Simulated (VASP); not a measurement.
# Mg12O13 in VASP: single point with PBE

Aim: the single point of Mg12O13 with PBE.

Everything below comes from runs of VASP 6.6.1. Logs are shortened: lines on timing, memory, paths and dates and some standing lists are left out, and cuts for length are marked.

### Step 1. The cell of the first run

The cell holds a slab with vacuum, 25 atoms: a = 5.614 Å, b = 5.614 Å, c = 18.730 Å, α = 90.00°, β = 90.00°, γ = 60.00°.

### Step 2. Single point, PBE, collinear spin

File INCAR:

```
SYSTEM = Mg12O13
PREC = Accurate
ENCUT = 520
EDIFF = 1E-6
ISMEAR = -1
SIGMA = 0.02
LREAL = Auto
LASPH = .TRUE.
NELM = 150
ALGO = Normal
ISIF = 2
LWAVE = .FALSE.
LCHARG = .FALSE.
ISPIN = 2
MAGMOM = 0 0 0 0 0 0 0 0 0 0 0 0 0 0 0 0 0 0 0 0 -0.39 -0.39 -0.39 0.45 0.61
LORBIT = 11
GGA = PE
NBANDS = 73
```

File KPOINTS:

```
regular mesh
0
G
  2 2 1
  0 0 0
```

File POSCAR:

```
Mg12O13
1.0
    5.6144280000      0.0000000000      0.0000000000
    2.8072140000      4.8622370000      0.0000000000
    0.0000000000      0.0000000000     18.7302010000
Mg O
12 13
Direct
    0.0000000000      0.0000000000      0.0533897100
    0.0000006556      0.4999961952      0.0533897100
    0.4999975064      0.0000000000      0.0533897100
    0.4999981621      0.4999961952      0.0533897100
    0.6743852553      0.6707406488      0.1890956749
    0.6671949288      0.1839482526      0.1870828829
    0.1615911475      0.6723242820      0.1880118638
    0.1534536348      0.1811923195      0.1893893184
    0.3431959729      0.3133537094      0.3190088563
    0.3578172116      0.8366519361      0.3206265646
    0.8351849783      0.3289432416      0.3283040049
    0.8348129150      0.8346364030      0.3206479204
    0.3333259081      0.8333407031      0.1145743177
    0.3333355358      0.3333239412      0.1145743177
    0.8333234145      0.8333407031      0.1145743177
    0.8333330422      0.3333239412      0.1145743177
    0.0029963194      0.5112461610      0.2479151185
   -0.0134907529      0.0039693664      0.2540335792
    0.4959660822      0.4978366953      0.2570661148
    0.4915009064     -0.0038459664      0.2444180925
    0.6559057931      0.1327166899      0.3838613371
    0.6675287286      0.6611565829      0.3802148199
    0.1815320984      0.1523578550      0.3806579545
    0.1522855662      0.6664627825      0.4100383119
    0.1509816531      0.6671826157      0.4754834185
```

Potentials or basis: VASP PAW PBE potentials, release 64 (Mg, O).

Command:

```bash
> cat potpaw_PBE.64/Mg/POTCAR potpaw_PBE.64/O/POTCAR > POTCAR
> mpirun -np 1 vasp_std > vasp.out
```

OUTCAR:

```text
SYSTEM = Mg12O13
   PREC = Accurate
   ENCUT = 520
   EDIFF = 1E-6
   ISMEAR = -1
   LREAL = Auto
   LASPH = .TRUE.
   NELM = 150
   ISIF = 2
   ISPIN = 2
   LORBIT = 11
   GGA = PE

 ion  position               nearest neighbor table
   1  0.000  0.000  0.053-  16 1.98  13 1.98  15 1.98   2 2.81   3 2.81   4 2.81   4 2.81   3 2.81
                             2 2.81   7 2.98   6 2.98   8 3.02
   2  0.000  0.500  0.053-  14 1.98  16 1.99  15 1.99   1 2.81   3 2.81   4 2.81   4 2.81   3 2.81
                             1 2.81   8 2.98   5 2.99   7 3.00
   3  0.500  0.000  0.053-  14 1.98  15 1.98  13 1.98   2 2.81   4 2.81   1 2.81   1 2.81   4 2.81
                             2 2.81   5 3.00   6 3.03   8 3.05
   4  0.500  0.500  0.053-  16 1.98  14 1.98  13 1.99   3 2.81   2 2.81   1 2.81   1 2.81   2 2.81
                             3 2.81   6 2.94   7 3.01   5 3.05
   5  0.674  0.671  0.189-  20 1.89  17 1.94  15 2.10  19 2.13  16 2.15  13 2.17   8 2.72   7 2.74
                             6 2.75   6 2.86   7 2.87   8 2.90  10 2.91  12 2.93   2 2.99   3 3.00
   6  0.667  0.184  0.187-  18 2.00  19 2.01  16 2.05  20 2.07  14 2.12  15 2.18   8 2.72   5 2.75
                             7 2.79   7 2.83   5 2.86   8 2.89   9 2.94   4 2.94   1 2.98  12 3.02
   7  0.162  0.672  0.188-  17 1.92  18 2.03  19 2.08  15 2.11  13 2.12  14 2.15   5 2.74   8 2.78
                             6 2.79   6 2.83   8 2.83   5 2.87  12 2.95   1 2.98   2 3.00   4 3.01
   8  0.153  0.181  0.189-  20 1.94  17 1.95  18 2.07  16 2.09  14 2.14  13 2.20   5 2.72   6 2.72
                             7 2.78   7 2.83   6 2.89   9 2.89   5 2.90  10 2.98   2 2.98   1 3.02
   9  0.343  0.313  0.319-  23 1.95  21 1.95  19 2.01  20 2.08  17 2.13  24 2.42  10 2.64  12 2.72
                            11 2.81  11 2.81  12 2.89   8 2.89   6 2.94  10 2.98   7 3.01
  10  0.358  0.837  0.321-  22 1.88  23 1.91  20 2.02  19 2.04  18 2.20  24 2.48   9 2.64  12 2.67
                            11 2.77  11 2.86   5 2.91  12 2.94   9 2.98   8 2.98   7 3.04
  11  0.835  0.329  0.328-  22 1.89  23 1.95  21 2.10  18 2.11  19 2.12  17 2.27  10 2.77  12 2.78
                             9 2.81   9 2.81  12 2.84  10 2.86   8 3.03   6 3.05   5 3.09
  12  0.835  0.835  0.321-  21 1.88  22 2.00  18 2.00  17 2.08  20 2.20  24 2.28  10 2.67   9 2.72
                            11 2.78  11 2.84   9 2.89   5 2.93  10 2.94   7 2.95   6 3.02
  13  0.333  0.833  0.115-   1 1.98   3 1.98   4 1.99   7 2.12   5 2.17   8 2.20
  14  0.333  0.333  0.115-   3 1.98   2 1.98   4 1.98   6 2.12   8 2.14   7 2.15
  15  0.833  0.833  0.115-   3 1.98   1 1.98   2 1.99   5 2.10   7 2.11   6 2.18
  16  0.833  0.333  0.115-   1 1.98   4 1.98   2 1.99   6 2.05   8 2.09   5 2.15
  17  0.003  0.511  0.248-   7 1.92   5 1.94   8 1.95  12 2.08   9 2.13  11 2.27
  18  0.987  0.004  0.254-  12 2.00   6 2.00   7 2.03   8 2.07  11 2.11  10 2.20
  19  0.496  0.498  0.257-   9 2.01   6 2.01  10 2.04   7 2.08  11 2.12   5 2.13
  20  0.492  0.996  0.244-   5 1.89   8 1.94  10 2.02   6 2.07   9 2.08  12 2.20
  21  0.656  0.133  0.384-  12 1.88   9 1.95  11 2.10
  22  0.668  0.661  0.380-  10 1.88  11 1.89  12 2.00
  23  0.182  0.152  0.381-  10 1.91   9 1.95  11 1.95
  24  0.152  0.666  0.410-  25 1.23  12 2.28   9 2.42  10 2.48
  25  0.151  0.667  0.475-  24 1.23

  LATTYP: Found a hexagonal cell.
 ALAT       =     5.6144277612
 C/A-ratio  =     3.3360837109

  Lattice vectors:

 A1 = (  -2.8072140000,  -4.8622370000,   0.0000000000)
 A2 = (   5.6144280000,   0.0000000000,   0.0000000000)
 A3 = (   0.0000000000,   0.0000000000,  18.7302010000)

Analysis of symmetry for initial positions (statically):
=====================================================================
 Subroutine PRICEL returns:
 Original cell was already a primitive cell.

 Routine SETGRP: Setting up the symmetry group for a
 hexagonal supercell.

 Subroutine GETGRP returns: Found  1 space group operations
 (whereof  1 operations were pure point group operations)
 out of a pool of 24 trial point group operations.

The static configuration has the point symmetry C_1 .

Analysis of symmetry for dynamics (positions and initial velocities):
=====================================================================
 Subroutine PRICEL returns:
 Original cell was already a primitive cell.

 Routine SETGRP: Setting up the symmetry group for a
 hexagonal supercell.

 Subroutine GETGRP returns: Found  1 space group operations
 (whereof  1 operations were pure point group operations)
 out of a pool of 24 trial point group operations.

The dynamic configuration has the point symmetry C_1 .

Analysis of structural, dynamic, and magnetic symmetry:
=====================================================================
 Subroutine PRICEL returns:
 Original cell was already a primitive cell.

 Routine SETGRP: Setting up the symmetry group for a
 hexagonal supercell.

 Subroutine GETGRP returns: Found  1 space group operations
 (whereof  1 operations were pure point group operations)
 out of a pool of 24 trial point group operations.

The overall configuration has the point symmetry C_1 .

[... 126 lines left out ...]
   NSW    =      0    number of steps for IOM
   IBRION =     -1    ionic relax: 0-MD 1-quasi-New 2-CG
   NFREE  =      0    steps in history (QN), initial steepest desc. (CG)
   ISIF   =      2    stress and relaxation
   ISYM   =      2    0-nonsym 1-usesym 2-fastsym
   POTIM  = 0.5000    time-step for ionic-motion
   TEBEG  =    0.0;   TEEND  =   0.0 temperature during run
   PSTRESS=    0.0 pullay stress
   NELECT =     102.0000    total number of electrons
   NUPDOWN=      -1.0000    fix difference up-down
   EMIN   =  10.00;   EMAX   =-10.00  energy-range for DOS
   EFERMI =   0.00;   METHOD = LEGACY
   ISMEAR =    -1;   SIGMA  =   0.02  broadening in eV -4-tet -1-fermi 0-gaus
   EFERMI_NEDOS =   21; number of points for ismear=-14 and -15
   IALGO  =     38    algorithm
   IMIX   =      4    mixing-type and parameters
     AMIX     =   0.40;   BMIX     =  1.00
     AMIX_MAG =   1.60;   BMIX_MAG =  1.00
  volume/ion in A,a.u.               =      20.45       138.02
  Fermi-wavevector in a.u.,A,eV,Ry     =   0.956563  1.807642 12.449502  0.915013
  Thomas-Fermi vector in A             =   2.085502
   LORBIT       =     11    0 simple, 1 ext, 2 COOP (PROOUT), +10 PAW based schemes
   GGA     = PE    functional components
   LHFCALC =     F    Hartree Fock is set to
   AEXX    =    0.0000 exact exchange contribution
   IVDW    =     0    specifies the selected vdW correction
   LEPSILON=     F    determine dielectric tensor
   LRPA    =     F    only Hartree local field effects (RPA)
 spin polarized calculation
  energy-cutoff  :      520.00
  volume of cell :      511.31
 maximum number of plane-waves:     13869
 NGX is ok and might be reduce to    42
   NGX = 21   NGY = 21   NGZ = 69

 number of electron     101.9999999 magnetization      -0.0146142

 number of electron     102.0000006 magnetization       0.6159525

 Free energy of the ion-electron system (eV)
  ---------------------------------------------------
  ext. energy  EPLUGINS =         0.00000000
  ---------------------------------------------------
  free energy    TOTEN  =      -124.92331569 eV

  energy without entropy =     -124.89882821  energy(sigma->0) =     -124.91107195

 E-fermi :  -1.3244     XC(G=0):  -5.9910

 val. band max:       -1.3266012008   @ k =   0.5000  -0.0000   0.0000
 cond. band min:      -1.3085945725   @ k =   0.5000  -0.0000   0.0000
 fundamental gap:      0.0180066283
 Fermi energy:        -1.3243999904

 spin component 1

 k-point     1 :       0.0000    0.0000    0.0000
  band No.  band energies     occupation
      1     -27.6804      1.00000
      2     -21.2120      1.00000
      3     -20.2983      1.00000
      4     -20.1059      1.00000
      5     -19.9046      1.00000
      6     -19.8275      1.00000
[... 253 lines left out ...]
     62       5.5233      0.00000
     63       6.2862      0.00000
 Fermi energy:        -1.3243999904

 spin component 2

 k-point     1 :       0.0000    0.0000    0.0000
  band No.  band energies     occupation
      1     -27.2789      1.00000
      2     -21.2120      1.00000
      3     -20.2984      1.00000
      4     -20.1059      1.00000
      5     -19.9046      1.00000
      6     -19.8276      1.00000
[... 253 lines left out ...]
     62       5.5342      0.00000
     63       6.2893      0.00000
 [bands above 63 left out]

------------------------ aborting loop because EDIFF is reached ----------------------------------------

  FORCE on cell =-STRESS in cart. coord.  units (eV):
  Direction    XX          YY          ZZ          XY          YZ          ZX
  --------------------------------------------------------------------------------------
  -------------------------------------------------------------------------------------
  Total       41.8832030     45.4924586      4.3571694     -1.4897184      2.3451846      1.1452271
  in kB      131.2400510    142.5495703     13.6530900     -4.6679983      7.3485820      3.5885427
  external PRESSURE =      95.8142371 kB  Pullay stress =       0.0000000 kB

 VOLUME and BASIS-vectors are now :
 -----------------------------------------------------------------------------
  energy-cutoff  :      520.00
  volume of cell :      511.31
      direct lattice vectors                 reciprocal lattice vectors
     5.614428000  0.000000000  0.000000000     0.178112534 -0.102833325  0.000000000
     2.807214000  4.862237000  0.000000000     0.000000000  0.205666651  0.000000000
     0.000000000  0.000000000 18.730201000     0.000000000  0.000000000  0.053389710

 POSITION                                       TOTAL-FORCE (eV/Angst)
 -----------------------------------------------------------------------------------
      0.00000      0.00000      1.00000         0.031791     -0.095383     -0.858690
      1.40360      2.43110      1.00000         0.067259      0.035449     -0.885315
      2.80720      0.00000      1.00000        -0.032389     -0.003663     -0.658080
      4.21080      2.43110      1.00000        -0.060331      0.100332     -0.868238
      5.66920      3.26130      3.54180        -0.889413      0.106920     -0.652646
      4.26230      0.89440      3.50410        -1.052964     -0.772769      0.219984
[... 17 lines left out ...]
      2.72590      3.24050      7.68010         0.018441     -0.084664     -1.070141
      2.72060      3.24400      8.90590         0.045633     -0.019769      0.719217
 -----------------------------------------------------------------------------------
    total drift:                                0.013923      0.002296     -0.002941

  FREE ENERGIE OF THE ION-ELECTRON SYSTEM (eV)
  ---------------------------------------------------
  free  energy   TOTEN  =      -124.9233156912 eV

  energy  without entropy=     -124.8988282119  energy(sigma->0) =     -124.91107195

 total charge

# of ion       s       p       d       tot
------------------------------------------
    1        0.203   0.188   0.064   0.455
    2        0.203   0.187   0.064   0.454
    3        0.202   0.187   0.064   0.453
    4        0.203   0.188   0.064   0.455
    5        0.168   0.214   0.101   0.483
    6        0.163   0.203   0.094   0.459
[... 17 lines left out ...]
   24        1.585   3.382   0.000   4.967
   25        1.620   3.234   0.000   4.854
--------------------------------------------------
tot         22.550  48.032   1.036  71.619

 magnetization (x)

# of ion       s       p       d       tot
------------------------------------------
    1        0.000  -0.000  -0.000  -0.000
    2       -0.000  -0.000  -0.000  -0.000
    3       -0.000  -0.000  -0.000  -0.000
    4       -0.000  -0.000   0.000  -0.000
    5        0.000   0.000   0.000   0.000
    6        0.000  -0.000  -0.000  -0.000
[... 17 lines left out ...]
   24        0.003   0.210   0.000   0.213
   25        0.004   0.312   0.000   0.316
--------------------------------------------------
tot          0.007   0.479  -0.000   0.485
```

Wall time 31 min (1 thread of Intel Xeon Platinum 8259CL at 2.50GHz (Skylake/Cascade Lake), shared host); peak memory 0.84 GiB.

Results:

```yaml
Free_energy: -124.9233 eV
Largest_force: 1.343 eV/Å
Net_moment: 0.62 μB per cell
Site_moments: Mg -0.00, +0.00 (each value once); O -0.00, +0.00, -0.01, -0.03, +0.21, +0.32 (each value once) μB
Valence_electrons_inside_the_program's_atomic_spheres: Mg 0.46, 0.45, 0.48, 0.47, 0.51, 0.49 (each value once); O 5.14, 5.15, 5.16, 5.17, 5.18, 4.94, 4.99, 4.97, 4.85 (each value once)
```

Forces on the atoms (eV/Å):
```
Mg   0.032 -0.095 -0.859
Mg   0.067  0.035 -0.885
Mg  -0.032 -0.004 -0.658
Mg  -0.060  0.100 -0.868
Mg  -0.889  0.107 -0.653
Mg  -1.053 -0.773  0.220
Mg   0.838  0.312 -0.280
Mg   0.301 -0.966 -0.502
Mg  -0.080  0.014  0.677
Mg  -0.870  0.025  0.209
Mg  -0.360 -0.667  0.743
Mg  -0.695 -0.630  0.365
O   -0.167 -0.077  0.975
O    0.087  0.237  0.916
O    0.171  0.099  0.818
O    0.029  0.173  1.332
O   -0.263 -0.457  0.827
O    0.856 -0.169 -0.755
O    0.040  0.416 -1.197
O    0.766  0.739  0.285
O    0.558  0.915 -0.162
O    0.807  0.265  0.092
O   -0.146  0.505 -0.291
O    0.018 -0.085 -1.070
O    0.046 -0.020  0.719
```

Levels at points of the mesh, in eV from the Fermi level:
Spin up:
| k point | band 49 | band 50 | band 51 | band 52 | band 53 | band 54 | band 55 | band 56 |
| --- | --- | --- | --- | --- | --- | --- | --- | --- |
| (0.00, 0.00, 0.00) | -0.28 | -0.05 | 0.16 | 0.35 | 2.59 | 2.61 | 2.64 | 3.63 |
| (0.50, 0.00, 0.00) | -0.51 | -0.15 | -0.10 | -0.03 | 0.02 | 2.15 | 2.16 | 4.80 |
| (0.50, 0.50, 0.00) | -0.52 | -0.15 | -0.11 | 0.00 | 0.20 | 2.15 | 2.15 | 4.75 |
| (0.00, 0.50, 0.00) | -0.62 | -0.15 | -0.10 | -0.01 | 0.14 | 2.15 | 2.16 | 4.75 |
Spin down:
| k point | band 47 | band 48 | band 49 | band 50 | band 51 | band 52 | band 53 | band 54 | band 55 | band 56 |
| --- | --- | --- | --- | --- | --- | --- | --- | --- | --- | --- |
| (0.00, 0.00, 0.00) | -0.64 | -0.30 | -0.14 | 0.04 | 0.26 | 1.00 | 2.59 | 2.61 | 2.64 | 3.65 |
| (0.50, 0.00, 0.00) | -0.72 | -0.61 | -0.19 | -0.15 | -0.10 | 0.00 | 0.91 | 2.15 | 2.16 | 4.87 |
| (0.50, 0.50, 0.00) | -0.74 | -0.54 | -0.15 | -0.11 | -0.05 | 0.10 | 0.70 | 2.15 | 2.15 | 4.81 |
| (0.00, 0.50, 0.00) | -0.69 | -0.64 | -0.16 | -0.14 | -0.10 | 0.02 | 0.86 | 2.15 | 2.16 | 4.81 |

Caveat: the k points lie up to 0.65 Å⁻¹ apart; the standard files for N, O and F lose accuracy on very short bonds; there is no dipole correction, which matters where the two faces differ.
